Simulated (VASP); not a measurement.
# K2Pt in VASP: single point with PBEsol

Aim: the single point of K2Pt with PBEsol.

All numbers are computed with VASP 6.6.1; they aren't measurements. Logs are shortened: lines on timing, memory, paths and dates and some standing lists are left out, and cuts for length are marked.

### Step 1. The cell of the first run

The cell holds a slab with vacuum, 6 atoms: a = 5.348 Å, b = 5.348 Å, c = 19.641 Å, α = 90.00°, β = 90.00°, γ = 60.00°.

### Step 2. Single point, PBEsol

INCAR reads:

```
SYSTEM = K2Pt
ALGO = Normal
DIPOL = 0.5 0.5 0.491
EDIFF = 1E-6
ENCUT = 520
GGA = PS
IDIPOL = 3
ISIF = 2
ISMEAR = 1
LASPH = .TRUE.
LCHARG = .TRUE.
LDIPOL = .TRUE.
LELF = .TRUE.
LREAL = .FALSE.
LVACPOTAV = .TRUE.
LVHAR = .TRUE.
LWAVE = .FALSE.
NBANDS = 37
NELM = 60
PREC = Accurate
SIGMA = 0.1
```

KPOINTS reads:

```
k-points
0
G
  4 4 1
  0 0 0
```

POSCAR reads:

```
K2Pt
1.0
    5.3477962602      0.0000000000      0.0000000000
    2.6738981301      4.6313274156      0.0000000000
    0.0000000000      0.0000000000     19.6413003834
K Pt
4 2
Direct
    0.0000000000      0.0000000000      0.4722112508
    0.3333333333      0.3333333333      0.3610562540
    0.3333333333      0.3333333333      0.6988829782
    0.6666666667      0.6666666667      0.5659426729
    0.0000000000      0.0000000000      0.3054787556
    0.3333333333      0.3333333333      0.5418587277
```

Potentials or basis: VASP PAW PBE potentials, release 64 (K_sv, Pt).

Run with:

```
> cat potpaw_PBE.64/K_sv/POTCAR potpaw_PBE.64/Pt/POTCAR > POTCAR
> mpirun -np 1 vasp_std > vasp.out
```

OUTCAR:

```text
SYSTEM = K2Pt
   EDIFF = 1E-6
   ENCUT = 520
   GGA = PS
   ISIF = 2
   ISMEAR = 1
   LASPH = .TRUE.
   LREAL = .FALSE.
   NELM = 60
   PREC = Accurate

 ion  position               nearest neighbor table
   1  0.000  0.000  0.472-   5 3.27   6 3.38   6 3.38   6 3.38   4 3.59   4 3.59   4 3.59   2 3.78
                             2 3.78   2 3.78
   2  0.333  0.333  0.361-   5 3.27   5 3.27   5 3.27   6 3.55   1 3.78   1 3.78   1 3.78
   3  0.333  0.333  0.699-   6 3.08
   4  0.667  0.667  0.566-   6 3.12   6 3.12   6 3.12   1 3.59   1 3.59   1 3.59
   5  0.000  0.000  0.305-   2 3.27   2 3.27   2 3.27   1 3.27
   6  0.333  0.333  0.542-   3 3.08   4 3.12   4 3.12   4 3.12   1 3.38   1 3.38   1 3.38   2 3.55

  LATTYP: Found a hexagonal cell.
 ALAT       =     5.3477962602
 C/A-ratio  =     3.6727839708

  Lattice vectors:

 A1 = (  -2.6738981301,  -4.6313274156,   0.0000000000)
 A2 = (   5.3477962602,   0.0000000000,   0.0000000000)
 A3 = (   0.0000000000,   0.0000000000,  19.6413003834)

Analysis of symmetry for initial positions (statically):
=====================================================================
 Subroutine PRICEL returns:
 Original cell was already a primitive cell.

 Routine SETGRP: Setting up the symmetry group for a
 hexagonal supercell.

 Subroutine GETGRP returns: Found  6 space group operations
 (whereof  6 operations were pure point group operations)
 out of a pool of 24 trial point group operations.

The static configuration has the point symmetry C_3v.

Analysis of symmetry for dynamics (positions and initial velocities):
=====================================================================
 Subroutine PRICEL returns:
 Original cell was already a primitive cell.

 Routine SETGRP: Setting up the symmetry group for a
 hexagonal supercell.

 Subroutine GETGRP returns: Found  6 space group operations
 (whereof  6 operations were pure point group operations)
 out of a pool of 24 trial point group operations.

The dynamic configuration has the point symmetry C_3v.

 Subroutine INISYM returns: Found  6 space group operations
 (whereof  6 operations are pure point group operations),
 and found     1 'primitive' translations

----------------------------------------------------------------------------------------

                                     Primitive cell

  volume of cell :     486.4639

[... 79 lines left out ...]
   IBRION =     -1    ionic relax: 0-MD 1-quasi-New 2-CG
   NFREE  =      0    steps in history (QN), initial steepest desc. (CG)
   ISIF   =      2    stress and relaxation
   ISYM   =      2    0-nonsym 1-usesym 2-fastsym
   POTIM  = 0.5000    time-step for ionic-motion
   TEBEG  =    0.0;   TEEND  =   0.0 temperature during run
   PSTRESS=    0.0 pullay stress
   NELECT =      56.0000    total number of electrons
   NUPDOWN=      -1.0000    fix difference up-down
   EMIN   =  10.00;   EMAX   =-10.00  energy-range for DOS
   EFERMI =   0.00;   METHOD = LEGACY
   ISMEAR =     1;   SIGMA  =   0.10  broadening in eV -4-tet -1-fermi 0-gaus
   EFERMI_NEDOS =   21; number of points for ismear=-14 and -15
   IALGO  =     38    algorithm
   IMIX   =      4    mixing-type and parameters
     AMIX     =   0.40;   BMIX     =  1.00
     AMIX_MAG =   1.60;   BMIX_MAG =  1.00
  volume/ion in A,a.u.               =      81.08       547.14
  Fermi-wavevector in a.u.,A,eV,Ry     =   0.796381  1.504941  8.629114  0.634222
  Thomas-Fermi vector in A             =   1.902892
   LORBIT       =      0    0 simple, 1 ext, 2 COOP (PROOUT), +10 PAW based schemes
   GGA     = PS    functional components
   LHFCALC =     F    Hartree Fock is set to
   AEXX    =    0.0000 exact exchange contribution
   IVDW    =     0    specifies the selected vdW correction
   LEPSILON=     F    determine dielectric tensor
   LRPA    =     F    only Hartree local field effects (RPA)
 non-spin polarized calculation
 Methfessel and Paxton  Order N= 1 SIGMA  =   0.10
  energy-cutoff  :      520.00
  volume of cell :      486.46
 maximum number of plane-waves:     13096
 NGX is ok and might be reduce to    40
   NGX = 19   NGY = 19   NGZ = 73

 number of electron      55.9999999 magnetization

 dipolmoment           0.000000      0.000000     -0.435839 electrons x Angstroem

 Free energy of the ion-electron system (eV)
  ---------------------------------------------------
  ext. energy  EPLUGINS =         0.00000000
  ---------------------------------------------------
  free energy    TOTEN  =       -14.64119832 eV

  energy without entropy =      -14.63149659  energy(sigma->0) =      -14.63796441

 E-fermi :  -1.8732     XC(G=0):  -4.3821

 val. band max:       -1.8804970595   @ k =   0.5000   0.0000   0.0000
 cond. band min:      -1.2987692067   @ k =   0.5000   0.0000   0.0000
 fundamental gap:      0.5817278529
 Fermi energy:        -1.8732021986

 k-point     1 :       0.0000    0.0000    0.0000
  band No.  band energies     occupation
      1     -33.5590      2.00000
      2     -32.5044      2.00000
      3     -32.1628      2.00000
      4     -31.2981      2.00000
      5     -17.1391      2.00000
      6     -17.1391      2.00000
[... 149 lines left out ...]
     36       1.7359      0.00000
     37       2.0240      0.00000

------------------------ aborting loop because EDIFF is reached ----------------------------------------

  FORCE on cell =-STRESS in cart. coord.  units (eV):
  Direction    XX          YY          ZZ          XY          YZ          ZX
  --------------------------------------------------------------------------------------
  -------------------------------------------------------------------------------------
  Total       -0.2699286     -0.2699286     -1.1860228      0.0000000     -0.0000000      0.0000000
  in kB       -0.8890146     -0.8890146     -3.9061872      0.0000000     -0.0000000      0.0000000
  external PRESSURE =      -1.8947388 kB  Pullay stress =       0.0000000 kB

 VOLUME and BASIS-vectors are now :
 -----------------------------------------------------------------------------
  energy-cutoff  :      520.00
  volume of cell :      486.46
      direct lattice vectors                 reciprocal lattice vectors
     5.347796260  0.000000000  0.000000000     0.186992913 -0.107960409  0.000000000
     2.673898130  4.631327416  0.000000000     0.000000000  0.215920817  0.000000000
     0.000000000  0.000000000 19.641300383     0.000000000  0.000000000  0.050913126

 POSITION                                       TOTAL-FORCE (eV/Angst)
 -----------------------------------------------------------------------------------
      0.00000      0.00000      9.27484        -0.000000      0.000000     -0.178366
      2.67390      1.54378      7.09161        -0.000000      0.000000     -0.566411
      2.67390      1.54378     13.72697        -0.000000      0.000000      0.006983
      5.34780      3.08755     11.11585         0.000000     -0.000000      0.008917
      0.00000      0.00000      6.00000        -0.000000      0.000000      0.744544
      2.67390      1.54378     10.64281        -0.000000     -0.000000     -0.015666
 -----------------------------------------------------------------------------------
    total drift:                                0.000000      0.000000     -0.000804

  FREE ENERGIE OF THE ION-ELECTRON SYSTEM (eV)
  ---------------------------------------------------
  free  energy   TOTEN  =       -14.6411983155 eV

  energy  without entropy=      -14.6314965856  energy(sigma->0) =      -14.63796441
```

OSZICAR:

```text
N       E                     dE             d eps       ncg     rms          rms(c)
DAV:   1     0.397719305176E+03    0.39772E+03   -0.22608E+04   328   0.118E+03
DAV:   2     0.232526203850E+02   -0.37447E+03   -0.35759E+03   371   0.303E+02
DAV:   3    -0.165950541602E+02   -0.39848E+02   -0.39512E+02   435   0.769E+01
[... 25 lines left out ...]
DAV:  29    -0.146412006589E+02    0.10869E-05   -0.38036E-05   259   0.538E-03    0.121E-02
DAV:  30    -0.146411997694E+02    0.88941E-06   -0.25624E-05   228   0.447E-03    0.113E-02
DAV:  31    -0.146411991170E+02    0.65245E-06   -0.17605E-05   243   0.363E-03    0.848E-03
DAV:  32    -0.146411986537E+02    0.46327E-06   -0.11814E-05   194   0.303E-03    0.757E-03
DAV:  33    -0.146411983155E+02    0.33824E-06   -0.81612E-06   184   0.248E-03
   1 F= -.14641198E+02 E0= -.14637964E+02  d E =-.970173E-02
```

stdout:

```text
POSCAR found type information on POSCAR K Pt
 POSCAR found :  2 types and       6 ions
 scaLAPACK will be used
 -----------------------------------------------------------------------------
[... 39 lines left out ...]
|     Did not find any points to average over, which means that no vacuum     |
|     field-free region was found. Please increase the size of  your cell     |
|     in the dimension of the dipole correction to obtain accurate            |
|     workfunction values.                                                    |
|                                                                             |
 -----------------------------------------------------------------------------
```

Run time: 1.7 min. Hardware: 1 thread of Intel Xeon 6975P-C (Granite Rapids), shared host; peak memory 0.53 GiB.

Results:

```yaml
Free_energy: -14.6412 eV
Largest_force: 0.745 eV/Å
Band_gap_on_the_k_mesh: zero (bands 28 and 29 overlap by 0.05 eV)
```

Forces on the atoms (eV/Å):
```
K    0.000  0.000 -0.178
K    0.000  0.000 -0.566
K    0.000  0.000  0.007
K    0.000  0.000  0.009
Pt   0.000  0.000  0.745
Pt   0.000  0.000 -0.016
```

Caveat: the PAW data sets were made with another functional, which shifts forces and pressure a little; spin-orbit coupling is left out, which moves the levels of the heavy elements.
